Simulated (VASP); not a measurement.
# Ba8Zn3O11 in VASP: notebook, part 2 of 2

VASP 6.6.1. The steps go on from the part before.

**4. Single point, PBE**

Contents of INCAR:

```
SYSTEM = Ba8Zn3O11
PREC = Accurate
ENCUT = 520
EDIFF = 1E-6
ISMEAR = -1
SIGMA = 0.05
LREAL = Auto
LASPH = .TRUE.
NELM = 100
ALGO = Normal
ISIF = 2
LWAVE = .FALSE.
LCHARG = .FALSE.
GGA = PE
NBANDS = 108
ISYM = 0
```

Contents of KPOINTS:

```
regular mesh
0
G
  1 1 1
  0 0 0
```

Contents of POSCAR:

```
Ba8Zn3O11
1.0
    7.5350960000     -0.0410920000      0.1399040000
   -0.0410920000      7.6639600000     -0.3067190000
    0.1399040000     -0.3067190000      7.2967150000
Ba O Zn
8 11 3
Direct
    0.3033018693      0.1063191540      0.7570560122
    0.6723357563      0.6364031604      0.5875858492
    0.7632875747      0.1041856514      0.4898576598
    0.4353739848      0.6452516359      0.0062250444
    0.9508055485      0.7792826653      0.2243052251
    0.7474247404      0.0061330912      0.9570766331
    1.0210152622      0.3843112597      0.0355751110
    0.3021779160      0.0779234574      0.2837618991
    0.5639511005      0.9258806576      0.6747884733
    0.8132096664      0.6526536116      0.8815683466
   -0.0176756865      0.8861334113      0.5945290248
    0.2469768319      0.5186935085      0.2642598906
    0.7791010136      0.4840692543      0.2766785998
    0.2176447897      0.5140835417      0.7535048050
    0.2043780377      0.8700863367      0.9831917111
    0.4669192908      0.3021772640      0.5008747953
    0.4705357429      0.2182680547      1.0401780975
    0.9681625005      0.1281265548      0.1974610550
    0.5927123367      0.8853421660      0.1957922760
    0.0574490526      0.7260261772      0.7756085678
    0.5761277870      0.3636001164      0.2374404759
    0.2589832550      0.4881481426      0.5022893887
```

Potentials or basis: VASP PAW PBE potentials, release 64 (Ba_sv, O, Zn).

On the command line:

```
$ cat potpaw_PBE.64/Ba_sv/POTCAR potpaw_PBE.64/O/POTCAR potpaw_PBE.64/Zn/POTCAR > POTCAR
$ mpirun -np 1 vasp_gam > vasp.out
```

OUTCAR:

```text
SYSTEM = Ba8Zn3O11
   PREC = Accurate
   ENCUT = 520
   EDIFF = 1E-6
   ISMEAR = -1
   LREAL = Auto
   LASPH = .TRUE.
   NELM = 100
   ISIF = 2
   GGA = PE
   ISYM = 0

 ion  position               nearest neighbor table
   1  0.303  0.106  0.757-   9 2.44  17 2.55  15 2.63  16 2.74  11 3.15  14 3.20   8 3.45  20 3.45
                             7 3.50  22 3.62   6 3.81   8 3.87   3 3.91   4 4.25   6 4.46   4 4.49
   2  0.672  0.636  0.588-   9 2.40  10 2.42  13 2.57  11 3.00  16 3.01  21 3.27  20 3.30  22 3.37
                             4 3.48   5 3.56   3 3.77   6 3.80   3 4.15   1 4.64   4 4.67
   3  0.763  0.104  0.490-   9 2.46  11 2.54  18 2.61  16 2.71  19 2.94  21 3.20   5 3.32   6 3.55
                             2 3.77   8 3.84   6 3.91   1 3.91   2 4.15   8 4.28   7 4.47   1 4.58
   4  0.435  0.645  0.006-  15 2.48  19 2.52  12 2.56  14 2.65  10 2.96  21 3.07  17 3.32  20 3.45
                             2 3.48   6 3.64   7 3.70   8 3.87   5 4.04   1 4.25   5 4.34   1 4.49
   5  0.951  0.779  0.224-  13 2.64  15 2.67  18 2.70  11 2.78  10 2.84  19 2.85  12 3.05   6 3.17
                             7 3.26   3 3.32  20 3.34   8 3.50   2 3.56   4 4.04   4 4.34
   6  0.747  0.006  0.957-  19 2.31   9 2.56  18 2.58  17 2.68  10 2.77   5 3.17  11 3.21  20 3.35
                            21 3.51   3 3.55   7 3.56   4 3.64   2 3.80   1 3.81   3 3.91   8 4.06
   7  0.021  0.384  0.036-  18 2.40  13 2.56  12 2.58  14 2.74  10 2.92   5 3.26  20 3.36   1 3.50
                             6 3.56  21 3.62   4 3.70   8 3.80   3 4.47
   8  0.302  0.078  0.284-  17 2.46  16 2.58  18 2.66  19 2.68  15 2.73  21 3.02  22 3.42   1 3.45
                             5 3.50   7 3.80   3 3.84   4 3.87   1 3.87   6 4.06   3 4.28
   9  0.564  0.926  0.675-   2 2.40   1 2.44   3 2.46   6 2.56
  10  0.813  0.653  0.882-  20 2.06   2 2.42   6 2.77   5 2.84   7 2.92   4 2.96
  11  0.982  0.886  0.595-  20 1.98   3 2.54   5 2.78   2 3.00   1 3.15   6 3.21
  12  0.247  0.519  0.264-  22 1.78   4 2.56   7 2.58   5 3.05
  13  0.779  0.484  0.277-  21 1.80   7 2.56   2 2.57   5 2.64
  14  0.218  0.514  0.754-  22 1.84  20 2.03   4 2.65   7 2.74   1 3.20
  15  0.204  0.870  0.983-  20 2.14   4 2.48   1 2.63   5 2.67   8 2.73
  16  0.467  0.302  0.501-  22 2.13  21 2.15   8 2.58   3 2.71   1 2.74   2 3.01
  17  0.471  0.218  0.040-  21 1.94   8 2.46   1 2.55   6 2.68   4 3.32
  18  0.968  0.128  0.197-   7 2.40   6 2.58   3 2.61   8 2.66   5 2.70
  19  0.593  0.885  0.196-   6 2.31   4 2.52   8 2.68   5 2.85   3 2.94
  20  0.057  0.726  0.776-  11 1.98  14 2.03  10 2.06  15 2.14  22 2.98   2 3.30   5 3.34   6 3.35
                             7 3.36   1 3.45   4 3.45
  21  0.576  0.364  0.237-  13 1.80  17 1.94  16 2.15   8 3.02   4 3.07   3 3.20   2 3.27   6 3.51
                             7 3.62
[... 156 lines left out ...]
  ext. energy  EPLUGINS =         0.00000000
  ---------------------------------------------------
  free energy    TOTEN  =      -115.69949713 eV

  energy without entropy =     -115.69949713  energy(sigma->0) =     -115.69949713

 E-fermi :   2.7314     XC(G=0):  -9.6192

 val. band max:        1.7262178397   @ k =   0.0000   0.0000   0.0000
 cond. band min:       3.7307823518   @ k =   0.0000   0.0000   0.0000
 fundamental gap:      2.0045645121
 Fermi energy:         2.7313737960

 k-point     1 :       0.0000    0.0000    0.0000
  band No.  band energies     occupation
      1     -24.5826      2.00000
      2     -24.3184      2.00000
      3     -24.2076      2.00000
      4     -24.0953      2.00000
      5     -23.9688      2.00000
      6     -23.9115      2.00000
[... 95 lines left out ...]
    102       6.5295      0.00000
    103       6.6777      0.00000
 [bands above 103 left out]

------------------------ aborting loop because EDIFF is reached ----------------------------------------

  FORCE on cell =-STRESS in cart. coord.  units (eV):
  Direction    XX          YY          ZZ          XY          YZ          ZX
  --------------------------------------------------------------------------------------
  -------------------------------------------------------------------------------------
  Total       13.0043561     21.1444255     20.9548495     -2.2664339      1.1097557     -4.3090280
  in kB       49.5478980     80.5623769     79.8400732     -8.6353399      4.2282804    -16.4178278
  external PRESSURE =      69.9834494 kB  Pullay stress =       0.0000000 kB

 VOLUME and BASIS-vectors are now :
 -----------------------------------------------------------------------------
  energy-cutoff  :      520.00
  volume of cell :      420.51
      direct lattice vectors                 reciprocal lattice vectors
     7.535096000 -0.041092000  0.139904000     0.132762428  0.000610988 -0.002519845
    -0.041092000  7.663960000 -0.306719000     0.000610988  0.130703536  0.005482437
     0.139904000 -0.306719000  7.296715000    -0.002519845  0.005482437  0.137326743

 POSITION                                       TOTAL-FORCE (eV/Angst)
 -----------------------------------------------------------------------------------
      2.38695      0.57016      5.53385        -0.047536     -0.468966      0.217773
      5.12217      4.66952      4.18631        -0.304790     -0.566334     -0.395581
      5.81570      0.61686      3.64918         0.010026      1.125361     -0.364321
      3.25494      4.92538     -0.09158         0.670870     -0.234930      0.065199
      7.16377      5.86452      1.53069         0.635714     -0.588665      0.428865
      5.76556     -0.27726      7.08620        -0.044381      0.782225     -1.015484
[... 14 lines left out ...]
      4.35946      2.69011      1.70161        -0.921977     -0.763154     -0.071480
      2.00168      3.57644      3.55157         0.254358     -0.310037      0.814130
 -----------------------------------------------------------------------------------
    total drift:                                0.008116     -0.015394     -0.005746

  FREE ENERGIE OF THE ION-ELECTRON SYSTEM (eV)
  ---------------------------------------------------
  free  energy   TOTEN  =      -115.6994971350 eV

  energy  without entropy=     -115.6994971261  energy(sigma->0) =     -115.69949713
```

OSZICAR:

```text
N       E                     dE             d eps       ncg     rms          rms(c)
DAV:   1     0.277209999933E+04    0.27721E+04   -0.94155E+04   216   0.189E+03
DAV:   2     0.334819710192E+03   -0.24373E+04   -0.23586E+04   240   0.505E+02
DAV:   3    -0.103856995844E+03   -0.43868E+03   -0.42394E+03   244   0.216E+02
[... 12 lines left out ...]
DAV:  16    -0.115699487481E+03   -0.83700E-04   -0.26716E-04   272   0.756E-02    0.259E-02
DAV:  17    -0.115699495271E+03   -0.77895E-05   -0.51363E-05   272   0.294E-02    0.173E-02
DAV:  18    -0.115699495368E+03   -0.97663E-07   -0.20519E-05   256   0.193E-02    0.828E-03
DAV:  19    -0.115699496543E+03   -0.11747E-05   -0.36619E-06   184   0.757E-03    0.384E-03
DAV:  20    -0.115699497135E+03   -0.59192E-06   -0.29666E-06   184   0.669E-03
   1 F= -.11569950E+03 E0= -.11569950E+03  d E =-.883993E-08
```

stdout:

```text
POSCAR found type information on POSCAR BaO Zn
 POSCAR found :  3 types and      22 ions
 scaLAPACK will be used
 LDA part: xc-table for (Slater+PW92), standard interpolation
 POSCAR, INCAR and KPOINTS ok, starting setup
 FFT: planning ... GRIDC
 FFT: planning ... GRID_SOFT
 FFT: planning ... GRID
 WAVECAR not read
 entering main loop
```

It took 65 s on 1 thread of AMD EPYC 9R45 (Zen 5), shared host; peak memory 0.39 GiB.

Results:

| Property | Result |
| --- | --- |
| Free energy | -115.6995 eV |
| Pressure | 7.0 GPa |
| Largest force | 1.518 eV/Å |
| Band gap on the k mesh | 2.00 eV |

Forces on the atoms (eV/Å):
```
Ba  -0.048 -0.469  0.218
Ba  -0.305 -0.566 -0.396
Ba   0.010  1.125 -0.364
Ba   0.671 -0.235  0.065
Ba   0.636 -0.589  0.429
Ba  -0.044  0.782 -1.015
Ba  -0.298  0.421  0.055
Ba  -0.343 -1.116 -0.361
O   -1.029  0.205  0.115
O    0.938 -0.312  0.541
O    0.627 -0.145 -0.167
O   -0.285  0.449 -0.856
O    0.413  0.477  0.024
O   -0.421 -0.169 -0.436
O   -0.785 -0.416 -0.419
O    0.321  0.551 -0.472
O    0.258  1.069 -0.110
O    0.101 -0.445  0.658
O    0.170 -0.073  1.507
Zn   0.080  0.528  0.242
Zn  -0.922 -0.763 -0.071
Zn   0.254 -0.310  0.814
```

Caveat: the k points lie up to 0.86 Å⁻¹ apart; spin-orbit coupling is left out, which moves the levels of the heavy elements.
